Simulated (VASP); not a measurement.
# AlGa3P4 (I-42m) in VASP: a series of runs

AlGa3P4 is run at these levels: PBE; tasks: single point.

Everything below comes from runs of VASP 6.6.1. Logs are shortened: lines on timing, memory, paths and dates and some standing lists are left out, and cuts for length are marked.

## 1. The cell of the first run

Symmetry: I-42m, No. 121, tetragonal system. The conventional cell has a = 5.395 Å, b = 5.395 Å, c = 10.790 Å, α = 90.00°, β = 90.00°, γ = 90.00°. Within 3.1 Å of Al (site symmetry -42m) lie 4 P at 2.33 Å. Within 3.1 Å of Ga (site symmetry -42m) lie 4 P at 2.34 Å. Ga (site symmetry -4) has 4 P at 2.34 Å within 3.1 Å. Within 3.1 Å of P (site symmetry m) lie 1 Al at 2.33 Å and 3 Ga at 2.34 Å.

## 2. Single point, PBE (19.63 Å³/atom)

Input file INCAR:

```
SYSTEM = AlGa3P4
PREC = Accurate
ENCUT = 520
EDIFF = 1E-6
ISMEAR = 0
SIGMA = 0.02
LREAL = .False.
LASPH = .True.
NELM = 60
ALGO = Normal
ISIF = 2
LWAVE = .False.
LCHARG = .False.
GGA = PE
NBANDS = 41
```

Input file KPOINTS:

```
Automatic mesh
0
Gamma
  8 8 8
  0 0 0
```

Input file POSCAR:

```
AlGa3P4
1.0
   -2.6973894803      2.6973894803      5.3947721264
    2.6973894803     -2.6973894803      5.3947721264
    2.6973894803      2.6973894803     -5.3947721264
Al Ga P
1 3 4
Direct
    0.5000000000      0.5000000000      0.0000000000
    0.0000000000      0.0000000000      0.0000000000
    0.2500000000      0.7500000000      0.5000000000
    0.7500000000      0.2500000000      0.5000000000
    0.1254462208      0.1254462208      0.5005118789
    0.3750656581      0.8745537792      0.0000000000
    0.6249343419      0.6249343419      0.4994881211
    0.8745537792      0.3750656581      0.0000000000
```

Potentials or basis: VASP PAW PBE potentials, release 64 (Al, Ga_d, P).

Started as:

```console
cat potpaw_PBE.64/Al/POTCAR potpaw_PBE.64/Ga_d/POTCAR potpaw_PBE.64/P/POTCAR > POTCAR
mpirun -np 1 vasp_std > vasp.out
```

OUTCAR:

```text
SYSTEM = AlGa3P4
   PREC = Accurate
   ENCUT = 520
   EDIFF = 1E-6
   ISMEAR = 0
   LREAL = .False.
   LASPH = .True.
   NELM = 60
   ISIF = 2
   GGA = PE

 ion  position               nearest neighbor table
   1  0.500  0.500  0.000-   5 2.33   6 2.33   7 2.33   8 2.33
   2  0.000  0.000  0.000-   5 2.34   6 2.34   8 2.34   7 2.34
   3  0.250  0.750  0.500-   6 2.34   7 2.34   5 2.34   8 2.34
   4  0.750  0.250  0.500-   7 2.34   8 2.34   5 2.34   6 2.34
   5  0.125  0.125  0.501-   1 2.33   2 2.34   4 2.34   3 2.34
   6  0.375  0.875  0.000-   1 2.33   2 2.34   3 2.34   4 2.34
   7  0.625  0.625  0.499-   1 2.33   2 2.34   3 2.34   4 2.34
   8  0.875  0.375  0.000-   1 2.33   2 2.34   4 2.34   3 2.34

  LATTYP: Found a body centered tetragonal cell.
 ALAT       =     5.3947789606
 C/A-ratio  =     1.9999974664

  Lattice vectors:

 A1 = (  -2.6973894803,   2.6973894803,   5.3947721264)
 A2 = (   2.6973894803,  -2.6973894803,   5.3947721264)
 A3 = (   2.6973894803,   2.6973894803,  -5.3947721264)

Analysis of symmetry for initial positions (statically):
=====================================================================
 Subroutine PRICEL returns:
 Original cell was already a primitive cell.

 Routine SETGRP: Setting up the symmetry group for a
 body centered tetragonal supercell.

 Subroutine GETGRP returns: Found  8 space group operations
 (whereof  8 operations were pure point group operations)
 out of a pool of 16 trial point group operations.

The static configuration has the point symmetry D_2d.

Analysis of symmetry for dynamics (positions and initial velocities):
=====================================================================
 Subroutine PRICEL returns:
 Original cell was already a primitive cell.

 Routine SETGRP: Setting up the symmetry group for a
 body centered tetragonal supercell.

 Subroutine GETGRP returns: Found  8 space group operations
 (whereof  8 operations were pure point group operations)
 out of a pool of 16 trial point group operations.

The dynamic configuration has the point symmetry D_2d.

 Subroutine INISYM returns: Found  8 space group operations
 (whereof  8 operations are pure point group operations),
 and found     1 'primitive' translations

----------------------------------------------------------------------------------------

                                     Primitive cell

  volume of cell :     157.0075

  direct lattice vectors                    reciprocal lattice vectors
    -2.697389480  2.697389480  5.394772126     0.000000000  0.185364406  0.092682321
     2.697389480 -2.697389480  5.394772126     0.185364406  0.000000000  0.092682321
     2.697389480  2.697389480 -5.394772126     0.185364406  0.185364406  0.000000000

  length of vectors
     6.607222284  6.607222284  6.607222284     0.207243759  0.207243759  0.262144858

  position of ions in fractional coordinates (direct lattice)
     0.500000000  0.500000000  0.000000000
     0.000000000  0.000000000  0.000000000
     0.250000000  0.750000000  0.500000000
     0.750000000  0.250000000  0.500000000
     0.125446221  0.125446221  0.500511879
     0.375065658  0.874553779  0.000000000
     0.624934342  0.624934342  0.499488121
     0.874553779  0.375065658  0.000000000

  ion indices of the primitive-cell ions
   primitive index   ion index
                 1           1
                 2           2
                 3           3
                 4           4
                 5           5
                 6           6
                 7           7
                 8           8

----------------------------------------------------------------------------------------

 KPOINTS: Automatic mesh

Automatic generation of k-mesh.
 Grid dimensions read from file:
 generate k-points for:    8    8    8

 Generating k-lattice:

  Cartesian coordinates                     Fractional coordinates (reciprocal lattice)
     0.000000000  0.023170551  0.011585290     0.125000000 -0.000000000  0.000000000
     0.023170551  0.000000000  0.011585290    -0.000000000  0.125000000  0.000000000
     0.023170551  0.023170551  0.000000000     0.000000000  0.000000000  0.125000000

  Length of vectors
     0.025905470  0.025905470  0.032768107

  Shift w.r.t. Gamma in fractional coordinates (k-lattice)
     0.000000000  0.000000000  0.000000000

 Subroutine IBZKPT returns following result:
 ===========================================

 Found     59 irreducible k-points:

 Following reciprocal coordinates:
            Coordinates               Weight
  0.000000  0.000000  0.000000      1.000000
  0.125000 -0.000000  0.000000      8.000000
  0.250000 -0.000000  0.000000      8.000000
  0.375000 -0.000000  0.000000      8.000000
  0.500000 -0.000000  0.000000      4.000000
  0.125000  0.125000  0.000000      8.000000
[... 16 lines left out ...]
  0.250000  0.125000  0.125000     16.000000
  0.375000  0.125000  0.125000      8.000000
 [... further k-points ...]
   k-points           NKPTS =     59   k-points in BZ     NKDIM =     59   number of bands    NBANDS=     41
   number of dos      NEDOS =    301   number of ions     NIONS =      8
   total plane-waves  NPLWV = 125000
   dimension x,y,z NGX =    50 NGY =   50 NGZ =   50
   dimension x,y,z NGXF=   100 NGYF=  100 NGZF=  100
   ions per type =               1   3   4
   NGX,Y,Z   is equivalent  to a cutoff of  12.58, 12.58, 12.58 a.u.
   NGXF,Y,Z  is equivalent  to a cutoff of  25.16, 25.16, 25.16 a.u.
 SYSTEM =  AlGa3P4
   PREC   = accura    normal or accurate (medium, high low for compatibility)
   ISTART =      0    job   : 0-new  1-cont  2-samecut
   ICHARG =      2    charge: 1-file 2-atom 10-const
   ISPIN  =      1    spin polarized calculation?
   LNONCOLLINEAR =      F non collinear calculations
   LSORBIT =      F    spin-orbit coupling
   LASPH  =      T    aspherical Exc in radial PAW
   ENCUT  =  520.0 eV  38.22 Ry    6.18 a.u.  12.29 12.29 12.29*2*pi/ulx,y,z
   NELM   =     60;   NELMIN=  2; NELMDL= -5     # of ELM steps
   EDIFF  = 0.1E-05   stopping-criterion for ELM
   LREAL  =      F    real-space projection
   EDIFFG = 0.1E-04   stopping-criterion for IOM
   NSW    =      0    number of steps for IOM
   IBRION =     -1    ionic relax: 0-MD 1-quasi-New 2-CG
   NFREE  =      0    steps in history (QN), initial steepest desc. (CG)
   ISIF   =      2    stress and relaxation
   ISYM   =      2    0-nonsym 1-usesym 2-fastsym
   POTIM  = 0.5000    time-step for ionic-motion
   TEBEG  =    0.0;   TEEND  =   0.0 temperature during run
   PSTRESS=    0.0 pullay stress
   NELECT =      62.0000    total number of electrons
   NUPDOWN=      -1.0000    fix difference up-down
   EMIN   =  10.00;   EMAX   =-10.00  energy-range for DOS
   EFERMI =   0.00;   METHOD = LEGACY
   ISMEAR =     0;   SIGMA  =   0.02  broadening in eV -4-tet -1-fermi 0-gaus
   EFERMI_NEDOS =   21; number of points for ismear=-14 and -15
   IALGO  =     38    algorithm
   IMIX   =      4    mixing-type and parameters
     AMIX     =   0.40;   BMIX     =  1.00
     AMIX_MAG =   1.60;   BMIX_MAG =  1.00
  volume/ion in A,a.u.               =      19.63       132.44
  Fermi-wavevector in a.u.,A,eV,Ry     =   1.201062  2.269677 19.627068  1.442549
  Thomas-Fermi vector in A             =   2.336881
   LORBIT       =      0    0 simple, 1 ext, 2 COOP (PROOUT), +10 PAW based schemes
   GGA     = PE    functional components
   LHFCALC =     F    Hartree Fock is set to
   AEXX    =    0.0000 exact exchange contribution
   IVDW    =     0    specifies the selected vdW correction
   LEPSILON=     F    determine dielectric tensor
   LRPA    =     F    only Hartree local field effects (RPA)
 non-spin polarized calculation
 Gauss-broadening in eV      SIGMA  =   0.02
  energy-cutoff  :      520.00
  volume of cell :      157.01
 maximum number of plane-waves:      4251
 NGX is ok and might be reduce to    50
   NGX = 25   NGY = 25   NGZ = 25

 number of electron      62.0000020 magnetization

 Free energy of the ion-electron system (eV)
  ---------------------------------------------------
  ext. energy  EPLUGINS =         0.00000000
  ---------------------------------------------------
  free energy    TOTEN  =       -37.58060643 eV

  energy without entropy =      -37.58060643  energy(sigma->0) =      -37.58060643

 E-fermi :   5.0663     XC(G=0):  -9.8189

 val. band max:        4.9492921883   @ k =   0.0000   0.0000   0.0000
 cond. band min:       6.5179678168   @ k =  -0.1250  -0.1250   0.1250
 fundamental gap:      1.5686756285
 Fermi energy:         5.0662799691

 k-point     1 :       0.0000    0.0000    0.0000
  band No.  band energies     occupation
      1      -9.6275      2.00000
      2      -9.6133      2.00000
      3      -9.6133      2.00000
      4      -9.5209      2.00000
      5      -9.5209      2.00000
      6      -9.5133      2.00000
[... 33 lines left out ...]
     40      10.0929      0.00000
     41      10.6840      0.00000

 k-point     2 :       0.1250   -0.0000    0.0000
  band No.  band energies     occupation
      1      -9.6251      2.00000
      2      -9.6138      2.00000
      3      -9.6116      2.00000
      4      -9.5250      2.00000
      5      -9.5193      2.00000
      6      -9.5135      2.00000
[... 33 lines left out ...]
     40       9.9391      0.00000
     41      10.4597      0.00000

 k-point     3 :       0.2500   -0.0000    0.0000
  band No.  band energies     occupation
      1      -9.6203      2.00000
      2      -9.6131      2.00000
      3      -9.6070      2.00000
      4      -9.5364      2.00000
      5      -9.5152      2.00000
      6      -9.5129      2.00000
[... 33 lines left out ...]
     40      10.2493      0.00000
     41      10.3759      0.00000

 k-point     4 :       0.3750   -0.0000    0.0000
  band No.  band energies     occupation
      1      -9.6194      2.00000
      2      -9.6077      2.00000
      3      -9.5996      2.00000
      4      -9.5504      2.00000
      5      -9.5105      2.00000
      6      -9.5099      2.00000
[... 825 lines left out ...]
     40      10.2901      0.00000
     41      10.9616      0.00000

 k-point    23 :       0.2500    0.1250    0.1250
  band No.  band energies     occupation
      1      -9.6217      2.00000
      2      -9.6035      2.00000
      3      -9.5940      2.00000
      4      -9.5610      2.00000
      5      -9.5113      2.00000
      6      -9.5100      2.00000
[... 33 lines left out ...]
     40      10.4906      0.00000
     41      11.0552      0.00000

 k-point    24 :       0.3750    0.1250    0.1250
  band No.  band energies     occupation
      1      -9.6220      2.00000
      2      -9.6006      2.00000
      3      -9.5903      2.00000
      4      -9.5679      2.00000
      5      -9.5091      2.00000
      6      -9.5071      2.00000
[... 33 lines left out ...]
     40      10.6406      0.00000
     41      10.7858      0.00000

 [... further k-points ...]

------------------------ aborting loop because EDIFF is reached ----------------------------------------

  FORCE on cell =-STRESS in cart. coord.  units (eV):
  Direction    XX          YY          ZZ          XY          YZ          ZX
  --------------------------------------------------------------------------------------
  -------------------------------------------------------------------------------------
  Total        5.3851400      5.3851400      5.3853122      0.0000000     -0.0000000      0.0000000
  in kB       54.9524629     54.9524629     54.9542210      0.0000000     -0.0000000      0.0000000
  external PRESSURE =      54.9530490 kB  Pullay stress =       0.0000000 kB

 VOLUME and BASIS-vectors are now :
 -----------------------------------------------------------------------------
  energy-cutoff  :      520.00
  volume of cell :      157.01
      direct lattice vectors                 reciprocal lattice vectors
    -2.697389480  2.697389480  5.394772126     0.000000000  0.185364406  0.092682321
     2.697389480 -2.697389480  5.394772126     0.185364406  0.000000000  0.092682321
     2.697389480  2.697389480 -5.394772126     0.185364406  0.185364406  0.000000000

 POSITION                                       TOTAL-FORCE (eV/Angst)
 -----------------------------------------------------------------------------------
      0.00000      0.00000      5.39477        -0.000000      0.000000      0.000000
      0.00000      0.00000      0.00000        -0.000000      0.000000      0.000000
      2.69739      0.00000      2.69739        -0.000000      0.000000      0.000000
      0.00000      2.69739      2.69739        -0.000000      0.000000      0.000000
      1.35008      1.35008     -1.34664        -0.001717     -0.001717      0.000448
      1.34731     -1.34731      6.74141         0.001717     -0.001717     -0.000448
      1.34731      1.34731      4.04813         0.001717      0.001717      0.000448
     -1.34731      1.34731      6.74141        -0.001717      0.001717     -0.000448
 -----------------------------------------------------------------------------------
    total drift:                               -0.000015     -0.000015     -0.000012

  FREE ENERGIE OF THE ION-ELECTRON SYSTEM (eV)
  ---------------------------------------------------
  free  energy   TOTEN  =       -37.5806064306 eV

  energy  without entropy=      -37.5806064306  energy(sigma->0) =      -37.58060643
```

Run time: 4.8 min. Hardware: 1 thread of Intel Xeon Platinum 8559C (Emerald Rapids), shared host; peak memory 0.53 GiB.

What came out:

```
Free energy            : -37.5806 eV
Pressure               : 5.5 GPa
Band gap on the k mesh : 1.57 eV (least direct gap 1.59 eV)
```

Forces in eV/Å, atoms in the order of the input:
```
Al   0.000  0.000  0.000
Ga   0.000  0.000  0.000
Ga   0.000  0.000  0.000
Ga   0.000  0.000  0.000
P   -0.002 -0.002  0.000
P    0.002 -0.002  0.000
P    0.002  0.002  0.000
P   -0.002  0.002  0.000
```

Levels at points of the mesh, in eV from the valence-band top:
| k point | band 29 | band 30 | band 31 | band 32 | band 33 | band 34 |
| --- | --- | --- | --- | --- | --- | --- |
| (0.00, 0.00, 0.00) | -0.01 | 0.00 | 0.00 | 1.59 | 1.85 | 2.53 |
| (0.50, 0.00, 0.00) | -2.25 | -1.26 | -1.17 | 3.32 | 3.38 | 3.76 |
| (0.50, 0.50, 0.00) | -1.08 | -1.03 | -1.02 | 1.82 | 2.20 | 3.36 |
| (0.50, 0.50, 0.50) | -1.71 | -1.57 | -1.57 | 1.58 | 1.58 | 1.70 |

Caveat: the cell stands under pressure. A k mesh can miss the band edges.

(Continued in part 2 of 2.)
